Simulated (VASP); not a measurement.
# BiTe (R-3m) in VASP: further runs

Runs on BiTe. Level: r2SCAN. Tasks: single point.

Program: VASP 6.6.1. These are calculated values, not measurements. Logs are shortened: lines on timing, memory, paths and dates and some standing lists are left out, and cuts for length are marked.

### Step 1. The cell of the first run

The structure is trigonal, space group R-3m (No. 166). Conventional cell: a = 4.967 Å, b = 4.967 Å, c = 9.454 Å, α = 90.00°, β = 90.00°, γ = 120.00°. Within 4.3 Å of Bi (site symmetry -3m) lie 6 Te at 3.27 Å and 6 Bi at 4.26 Å. Te (site symmetry -3m) has 6 Bi at 3.27 Å and 6 Te at 4.26 Å within 4.3 Å.

### Step 2. Single point, r2SCAN (strain +0.025 along x and y, -0.050 along z)

Input file POSCAR:

```
BiTe
1.0
    2.4832754671      1.4337197594      3.1514273568
   -2.4832754671      1.4337197594      3.1514273568
    0.0000000000     -2.8674395188      3.1514273568
Bi Te
1 1
Direct
    0.5000000000      0.5000000000      0.5000000000
    0.0000000000      0.0000000000      0.0000000000
```

Input file INCAR.step1:

```
PREC = Accurate
ENCUT = 520
ISMEAR = 0
SIGMA = 0.15
LREAL = False
LASPH = True
NELM = 80
NBANDS = 18
GGA = PE
ALGO = Normal
EDIFF = 1E-4
LWAVE = True
LCHARG = False
```

Input file INCAR.step2:

```
PREC = Accurate
ENCUT = 520
EDIFF = 1E-6
ISMEAR = 0
SIGMA = 0.15
LREAL = False
LASPH = True
NELM = 80
ALGO = Normal
ISIF = 2
LWAVE = False
LCHARG = True
METAGGA = R2SCAN
LMIXTAU = True
LELF = True
LVHAR = True
NBANDS = 18
ISTART = 1
```

Input file KPOINTS:

```
Automatic mesh
0
Gamma
  12 12 12
```

Potentials or basis: VASP PAW PBE potentials, release 64 (Bi_d, Te).

The run is started by

```
cat potpaw_PBE.64/Bi_d/POTCAR potpaw_PBE.64/Te/POTCAR > POTCAR
cp INCAR.step1 INCAR
mpirun -np 1 vasp_std > vasp.out
cp INCAR.step2 INCAR
mpirun -np 1 vasp_std > vasp.out
```

OUTCAR:

```text
PREC = Accurate
   ENCUT = 520
   EDIFF = 1E-6
   ISMEAR = 0
   LREAL = False
   LASPH = True
   NELM = 80
   ISIF = 2
   METAGGA = R2SCAN
   ISTART = 1

 ion  position               nearest neighbor table
   1  0.500  0.500  0.500-   2 3.27   2 3.27   2 3.27   2 3.27   2 3.27   2 3.27
   2  0.000  0.000  0.000-   1 3.27   1 3.27   1 3.27   1 3.27   1 3.27   1 3.27

  LATTYP: Found a trigonal (rhomboedric) cell.
 ALAT       =     4.2607163458
 COS(alpha) =     0.3206172007

  Lattice vectors:

 A1 = (   2.4832754671,   1.4337197594,   3.1514273568)
 A2 = (  -2.4832754671,   1.4337197594,   3.1514273568)
 A3 = (   0.0000000000,  -2.8674395188,   3.1514273568)

Analysis of symmetry for initial positions (statically):
=====================================================================
 Subroutine PRICEL returns:
 Original cell was already a primitive cell.

 Routine SETGRP: Setting up the symmetry group for a
 trigonal (rhombohedral) supercell.

 Subroutine GETGRP returns: Found 12 space group operations
 (whereof 12 operations were pure point group operations)
 out of a pool of 12 trial point group operations.

The static configuration has the point symmetry D_3d.

Analysis of symmetry for dynamics (positions and initial velocities):
=====================================================================
 Subroutine PRICEL returns:
 Original cell was already a primitive cell.

 Routine SETGRP: Setting up the symmetry group for a
 trigonal (rhombohedral) supercell.

 Subroutine GETGRP returns: Found 12 space group operations
 (whereof 12 operations were pure point group operations)
 out of a pool of 12 trial point group operations.

The dynamic configuration has the point symmetry D_3d.

 Subroutine INISYM returns: Found 12 space group operations
 (whereof 12 operations are pure point group operations),
 and found     1 'primitive' translations

----------------------------------------------------------------------------------------

                                     Primitive cell

  volume of cell :      67.3206

  direct lattice vectors                    reciprocal lattice vectors
     2.483275467  1.433719759  3.151427357     0.201346974  0.116247729  0.105772177
    -2.483275467  1.433719759  3.151427357    -0.201346974  0.116247729  0.105772177
     0.000000000 -2.867439519  3.151427357     0.000000000 -0.232495459  0.105772177

  length of vectors
     4.260716346  4.260716346  4.260716346     0.255424924  0.255424924  0.255424924

  position of ions in fractional coordinates (direct lattice)
     0.500000000  0.500000000  0.500000000
     0.000000000  0.000000000  0.000000000

  ion indices of the primitive-cell ions
   primitive index   ion index
                 1           1
                 2           2

----------------------------------------------------------------------------------------

 KPOINTS: Automatic mesh

Automatic generation of k-mesh.
 Grid dimensions read from file:
 generate k-points for:   12   12   12

 Generating k-lattice:

  Cartesian coordinates                     Fractional coordinates (reciprocal lattice)
     0.016778914  0.009687311  0.008814348     0.083333333  0.000000000  0.000000000
    -0.016778914  0.009687311  0.008814348     0.000000000  0.083333333  0.000000000
     0.000000000 -0.019374622  0.008814348     0.000000000  0.000000000  0.083333333

  Length of vectors
     0.021285410  0.021285410  0.021285410

  Shift w.r.t. Gamma in fractional coordinates (k-lattice)
     0.000000000  0.000000000  0.000000000

 Subroutine IBZKPT returns following result:
 ===========================================

 Found    189 irreducible k-points:

 Following reciprocal coordinates:
            Coordinates               Weight
  0.000000  0.000000  0.000000      1.000000
  0.083333 -0.000000  0.000000      6.000000
  0.166667  0.000000  0.000000      6.000000
  0.250000 -0.000000 -0.000000      6.000000
  0.333333 -0.000000 -0.000000      6.000000
  0.416667  0.000000  0.000000      6.000000
[... 16 lines left out ...]
  0.500000  0.166667 -0.000000     12.000000
 -0.416667  0.166667  0.000000     12.000000
 [... further k-points ...]
   k-points           NKPTS =    189   k-points in BZ     NKDIM =    189   number of bands    NBANDS=     18
   number of dos      NEDOS =    301   number of ions     NIONS =      2
   total plane-waves  NPLWV =  32768
   dimension x,y,z NGX =    32 NGY =   32 NGZ =   32
   dimension x,y,z NGXF=    64 NGYF=   64 NGZF=   64
   ions per type =               1   1
   NGX,Y,Z   is equivalent  to a cutoff of  12.49, 12.49, 12.49 a.u.
   NGXF,Y,Z  is equivalent  to a cutoff of  24.97, 24.97, 24.97 a.u.
 SYSTEM =  unknown system
   PREC   = accura    normal or accurate (medium, high low for compatibility)
   ISTART =      1    job   : 0-new  1-cont  2-samecut
   ICHARG =      0    charge: 1-file 2-atom 10-const
   ISPIN  =      1    spin polarized calculation?
   LNONCOLLINEAR =      F non collinear calculations
   LSORBIT =      F    spin-orbit coupling
   LASPH  =      T    aspherical Exc in radial PAW
   ENCUT  =  520.0 eV  38.22 Ry    6.18 a.u.   7.92  7.92  7.92*2*pi/ulx,y,z
   NELM   =     80;   NELMIN=  2; NELMDL=  0     # of ELM steps
   EDIFF  = 0.1E-05   stopping-criterion for ELM
   LREAL  =      F    real-space projection
   EDIFFG = 0.1E-04   stopping-criterion for IOM
   NSW    =      0    number of steps for IOM
   IBRION =     -1    ionic relax: 0-MD 1-quasi-New 2-CG
   NFREE  =      0    steps in history (QN), initial steepest desc. (CG)
   ISIF   =      2    stress and relaxation
   ISYM   =      2    0-nonsym 1-usesym 2-fastsym
   POTIM  = 0.5000    time-step for ionic-motion
   TEBEG  =    0.0;   TEEND  =   0.0 temperature during run
   PSTRESS=    0.0 pullay stress
   NELECT =      21.0000    total number of electrons
   NUPDOWN=      -1.0000    fix difference up-down
   EMIN   =  10.00;   EMAX   =-10.00  energy-range for DOS
   EFERMI =   0.00;   METHOD = LEGACY
   ISMEAR =     0;   SIGMA  =   0.15  broadening in eV -4-tet -1-fermi 0-gaus
   EFERMI_NEDOS =   21; number of points for ismear=-14 and -15
   IALGO  =     38    algorithm
   IMIX   =      4    mixing-type and parameters
     AMIX     =   0.40;   BMIX     =  1.00
     AMIX_MAG =   1.60;   BMIX_MAG =  1.00
  volume/ion in A,a.u.               =      33.66       227.15
  Fermi-wavevector in a.u.,A,eV,Ry     =   1.110279  2.098123 16.772158  1.232719
  Thomas-Fermi vector in A             =   2.246828
   LORBIT       =      0    0 simple, 1 ext, 2 COOP (PROOUT), +10 PAW based schemes
   METAGGA = R2SCAN    functional components
   LHFCALC =     F    Hartree Fock is set to
   AEXX    =    0.0000 exact exchange contribution
   IVDW    =     0    specifies the selected vdW correction
   LEPSILON=     F    determine dielectric tensor
   LRPA    =     F    only Hartree local field effects (RPA)
 non-spin polarized calculation
 Gauss-broadening in eV      SIGMA  =   0.15
  energy-cutoff  :      520.00
  volume of cell :       67.32
 maximum number of plane-waves:      1842
   NGX = 15   NGY = 15   NGZ = 15

 number of electron      20.9999990 magnetization

 Free energy of the ion-electron system (eV)
  ---------------------------------------------------
  ext. energy  EPLUGINS =         0.00000000
  ---------------------------------------------------
  free energy    TOTEN  =       -84.01616755 eV

  energy without entropy =      -84.00327494  energy(sigma->0) =      -84.00972124

 E-fermi :   6.5615     XC(G=0): -10.0609

 val. band max:        6.5611067904   @ k =  -0.3333   0.3333   0.2500
 cond. band min:       6.5732935648   @ k =   0.5000   0.5000   0.3333
 fundamental gap:      0.0121867744
 Fermi energy:         6.5615034898

 k-point     1 :       0.0000    0.0000    0.0000
  band No.  band energies     occupation
      1     -17.4194      2.00000
      2     -17.4194      2.00000
      3     -17.3989      2.00000
      4     -17.3989      2.00000
      5     -17.3763      2.00000
      6      -7.4336      2.00000
[... 10 lines left out ...]
     17      14.0765      0.00000
     18      14.0765      0.00000

 k-point     2 :       0.0833   -0.0000    0.0000
  band No.  band energies     occupation
      1     -17.4194      2.00000
      2     -17.4193      2.00000
      3     -17.3993      2.00000
      4     -17.3982      2.00000
      5     -17.3763      2.00000
      6      -7.3721      2.00000
[... 10 lines left out ...]
     17      14.3255      0.00000
     18      14.3567      0.00000

 k-point     3 :       0.1667    0.0000    0.0000
  band No.  band energies     occupation
      1     -17.4192      2.00000
      2     -17.4189      2.00000
      3     -17.4005      2.00000
      4     -17.3963      2.00000
      5     -17.3761      2.00000
      6      -7.1886      2.00000
[... 10 lines left out ...]
     17      14.7899      0.00000
     18      15.1892      0.00000

 k-point     4 :       0.2500   -0.0000   -0.0000
  band No.  band energies     occupation
      1     -17.4191      2.00000
      2     -17.4187      2.00000
      3     -17.4021      2.00000
      4     -17.3937      2.00000
      5     -17.3756      2.00000
      6      -6.8861      2.00000
[... 10 lines left out ...]
     17      15.5174      0.00000
     18      16.1809      0.00000

 k-point     5 :       0.3333   -0.0000   -0.0000
  band No.  band energies     occupation
      1     -17.4191      2.00000
      2     -17.4186      2.00000
      3     -17.4036      2.00000
      4     -17.3913      2.00000
      5     -17.3748      2.00000
      6      -6.4705      2.00000
[... 10 lines left out ...]
     17      15.9362      0.00000
     18      16.3177      0.00000

 k-point     6 :       0.4167    0.0000    0.0000
  band No.  band energies     occupation
      1     -17.4192      2.00000
      2     -17.4187      2.00000
      3     -17.4045      2.00000
      4     -17.3897      2.00000
      5     -17.3738      2.00000
      6      -5.9525      2.00000
[... 10 lines left out ...]
     17      15.1922      0.00000
     18      17.3371      0.00000

 k-point     7 :       0.5000   -0.0000   -0.0000
  band No.  band energies     occupation
      1     -17.4193      2.00000
      2     -17.4188      2.00000
      3     -17.4049      2.00000
      4     -17.3893      2.00000
      5     -17.3733      2.00000
      6      -5.4293      2.00000
[... 10 lines left out ...]
     17      14.5062      0.00000
     18      18.6371      0.00000

 k-point     8 :       0.0833    0.0833   -0.0000
  band No.  band energies     occupation
      1     -17.4196      2.00000
      2     -17.4189      2.00000
      3     -17.3993      2.00000
      4     -17.3977      2.00000
      5     -17.3764      2.00000
      6      -7.3439      2.00000
[... 10 lines left out ...]
     17      13.9792      0.00000
     18      14.1756      0.00000
[... 229 lines left out ...]
     17      14.3318      0.00000
     18      14.4470      0.00000

 k-point    20 :       0.2500    0.1667    0.0000
  band No.  band energies     occupation
      1     -17.4213      2.00000
      2     -17.4174      2.00000
      3     -17.4010      2.00000
      4     -17.3918      2.00000
      5     -17.3763      2.00000
      6      -6.8521      2.00000
[... 10 lines left out ...]
     17      14.4939      0.00000
     18      15.1892      0.00000

 k-point    21 :       0.3333    0.1667    0.0000
  band No.  band energies     occupation
      1     -17.4218      2.00000
      2     -17.4173      2.00000
      3     -17.4020      2.00000
      4     -17.3894      2.00000
      5     -17.3756      2.00000
      6      -6.5148      2.00000
[... 10 lines left out ...]
     17      15.3382      0.00000
     18      16.1765      0.00000

 k-point    22 :       0.4167    0.1667    0.0000
  band No.  band energies     occupation
      1     -17.4219      2.00000
      2     -17.4176      2.00000
      3     -17.4027      2.00000
      4     -17.3880      2.00000
      5     -17.3746      2.00000
      6      -6.0809      2.00000
[... 10 lines left out ...]
     17      16.1629      0.00000
     18      16.9787      0.00000

 k-point    23 :       0.5000    0.1667   -0.0000
  band No.  band energies     occupation
      1     -17.4214      2.00000
      2     -17.4180      2.00000
      3     -17.4030      2.00000
      4     -17.3877      2.00000
      5     -17.3740      2.00000
      6      -5.5721      2.00000
[... 10 lines left out ...]
     17      16.6430      0.00000
     18      17.4258      0.00000

 k-point    24 :      -0.4167    0.1667    0.0000
  band No.  band energies     occupation
      1     -17.4205      2.00000
      2     -17.4184      2.00000
      3     -17.4028      2.00000
      4     -17.3886      2.00000
      5     -17.3743      2.00000
      6      -5.4558      2.00000
[... 10 lines left out ...]
     17      15.8739      0.00000
     18      17.5635      0.00000

 [... further k-points ...]
[... 5 lines left out ...]
  --------------------------------------------------------------------------------------
  -------------------------------------------------------------------------------------
  Total       -0.9351374     -0.9351374     -0.0093910      0.0000000      0.0000000      0.0000000
  in kB      -22.2555467    -22.2555467     -0.2234981      0.0000000      0.0000000      0.0000000
  external PRESSURE =     -14.9115305 kB  Pullay stress =       0.0000000 kB

 VOLUME and BASIS-vectors are now :
 -----------------------------------------------------------------------------
  energy-cutoff  :      520.00
  volume of cell :       67.32
      direct lattice vectors                 reciprocal lattice vectors
     2.483275467  1.433719759  3.151427357     0.201346974  0.116247729  0.105772177
    -2.483275467  1.433719759  3.151427357    -0.201346974  0.116247729  0.105772177
     0.000000000 -2.867439519  3.151427357     0.000000000 -0.232495459  0.105772177

 POSITION                                       TOTAL-FORCE (eV/Angst)
 -----------------------------------------------------------------------------------
      0.00000      0.00000      4.72714         0.000000      0.000000     -0.000000
      0.00000      0.00000      0.00000        -0.000000     -0.000000      0.000000
 -----------------------------------------------------------------------------------
    total drift:                               -0.000000      0.000000     -0.000000

  FREE ENERGIE OF THE ION-ELECTRON SYSTEM (eV)
  ---------------------------------------------------
  free  energy   TOTEN  =       -84.0161675495 eV

  energy  without entropy=      -84.0032749356  energy(sigma->0) =      -84.00972124
```

Run time: 6.2 min. Hardware: 1 thread of Intel Xeon Platinum 8259CL at 2.50GHz (Skylake/Cascade Lake), shared host; peak memory 0.36 GiB.

Results:

- Free energy: -84.0162 eV
- Pressure: -1.5 GPa

Stress tensor (GPa, compression positive):
```
-2.23  0.00  0.00
 0.00 -2.23  0.00
 0.00  0.00 -0.02
```

Caveat: the cell differs from its parent crystal (strain +0.025 along x and y, -0.050 along z); the PAW data sets were made with another functional, which shifts forces and pressure a little; spin-orbit coupling is left out, which moves the levels of the heavy elements.

### Step 3. Single point, r2SCAN (strain +0.000 along x and y, +0.025 along z)

Input file POSCAR:

```
BiTe
1.0
    2.4227077728      1.3987509848      3.4002242534
   -2.4227077728      1.3987509848      3.4002242534
    0.0000000000     -2.7975019696      3.4002242534
Bi Te
1 1
Direct
    0.5000000000      0.5000000000      0.5000000000
    0.0000000000      0.0000000000      0.0000000000
```

Input file INCAR.step1:

```
SYSTEM = BiTe
PREC = Accurate
ENCUT = 520
ISMEAR = 0
SIGMA = 0.15
LREAL = .False.
LASPH = .True.
NELM = 60
NBANDS = 18
GGA = PE
ALGO = Normal
EDIFF = 1E-4
LWAVE = .True.
LCHARG = .False.
```

Input file INCAR.step2:

```
SYSTEM = BiTe
PREC = Accurate
ENCUT = 520
EDIFF = 1E-6
ISMEAR = 0
SIGMA = 0.15
LREAL = .False.
LASPH = .True.
NELM = 60
ALGO = Normal
ISIF = 2
LWAVE = .False.
LCHARG = .False.
METAGGA = R2SCAN
LMIXTAU = .True.
NBANDS = 18
ISTART = 1
```

Input file KPOINTS:

```
Automatic mesh
0
Gamma
  12 12 12
  0 0 0
```

Potentials or basis: VASP PAW PBE potentials, release 64 (Bi_d, Te).

The run is started by

```
cat potpaw_PBE.64/Bi_d/POTCAR potpaw_PBE.64/Te/POTCAR > POTCAR
cp INCAR.step1 INCAR
mpirun -np 1 vasp_std > vasp.out
cp INCAR.step2 INCAR
mpirun -np 1 vasp_std > vasp.out
```

Wall time 10 min (1 thread of Intel Xeon Platinum 8259CL at 2.50GHz (Skylake/Cascade Lake), shared host); peak memory 0.39 GiB.

Results (log left out):

- Free energy: -84.0292 eV
- Pressure: -1.7 GPa

Stress tensor (GPa, compression positive):
```
-1.78  0.00  0.00
 0.00 -1.78  0.00
 0.00  0.00 -1.63
```

Levels at points of the mesh, in eV from the Fermi level:
| k point | band 8 | band 9 | band 10 | band 11 | band 12 | band 13 |
| --- | --- | --- | --- | --- | --- | --- |
| (0.00, 0.00, 0.00) | -3.08 | -3.08 | -1.92 | 1.85 | 2.49 | 2.49 |
| (0.50, 0.00, 0.00) | -2.04 | -1.94 | -1.25 | -0.87 | -0.66 | 0.17 |
| (0.50, 0.50, 0.00) | -5.77 | -4.61 | -3.61 | 2.72 | 3.18 | 3.69 |
| (0.50, 0.50, 0.50) | -2.46 | -2.46 | -2.23 | -1.40 | -1.22 | -1.22 |

Caveat: the cell differs from its parent crystal (strain +0.000 along x and y, +0.025 along z); the PAW data sets were made with another functional, which shifts forces and pressure a little; spin-orbit coupling is left out, which moves the levels of the heavy elements.

(Continued in part 2 of 2.)
